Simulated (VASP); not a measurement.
## Be2ZnTe5: single point with PBE

Be2ZnTe5:

```xyz
8
Lattice="-3.9335 3.9335 3.3022 3.9335 -3.9335 3.3022 3.9335 3.9335 -3.3022" Properties=species:S:1:pos:R:3 pbc="T T T"
Be    0.0000    3.9335    1.6511
Be    3.9335    0.0000    1.6511
Zn    0.0000    0.0000    3.3022
Te    2.5576   -1.1893    3.3022
Te    1.3759    5.1228    0.0000
Te    1.1893    2.5576    3.3022
Te    2.7441    1.3759    0.0000
Te    0.0000    0.0000    0.0000
```

```
Program                : VASP 6.6.1
Task                   : single point
Functional             : PBE
Potentials or basis    : VASP PAW PBE potentials, release 64 (Be, Zn, Te)
Cutoff                 : 520 eV
k mesh                 : 8 × 8 × 8
Occupations            : gaussian, width 0.02 eV
Spin                   : no spin polarisation
Dipole correction      : no
Further INCAR settings : ALGO = Normal; EDIFF = 1e-06; NBANDS = 33
```

The pressure is 0.0 GPa. The largest force is 0.011 eV/Å. The band gap on the k mesh is 0.31 eV, indirect (least direct gap 0.41 eV).

Forces in eV/Å, atoms in the order of the input:
```
Be   0.000  0.000  0.000
Be   0.000  0.000  0.000
Zn   0.000  0.000  0.000
Te  -0.004 -0.011  0.000
Te   0.004  0.011  0.000
Te   0.011 -0.004  0.000
Te  -0.011  0.004  0.000
Te   0.000  0.000  0.000
```

Levels at points of the mesh, in eV from the valence-band top:
| k point | band 21 | band 22 | band 23 | band 24 | band 25 | band 26 |
| --- | --- | --- | --- | --- | --- | --- |
| (0.00, 0.00, 0.00) | -1.32 | -0.93 | -0.30 | 1.70 | 1.70 | 2.88 |
| (0.50, 0.00, 0.00) | -1.24 | -1.01 | -0.58 | 0.83 | 1.85 | 2.42 |
| (0.50, 0.50, 0.00) | -1.08 | -0.83 | -0.09 | 0.81 | 0.96 | 1.58 |
| (0.50, 0.50, 0.50) | -1.20 | -1.20 | -0.40 | 0.72 | 0.72 | 1.83 |

Wall time 7.1 min on 1 thread of Intel(R) Xeon(R) Platinum 8259CL CPU @ 2.50GHz (Skylake/Cascade Lake), with other jobs on the host, peak memory 0.64 GiB.

Caveat: spin-orbit coupling is left out, which moves the levels of the heavy elements. A k mesh can miss the band edges.
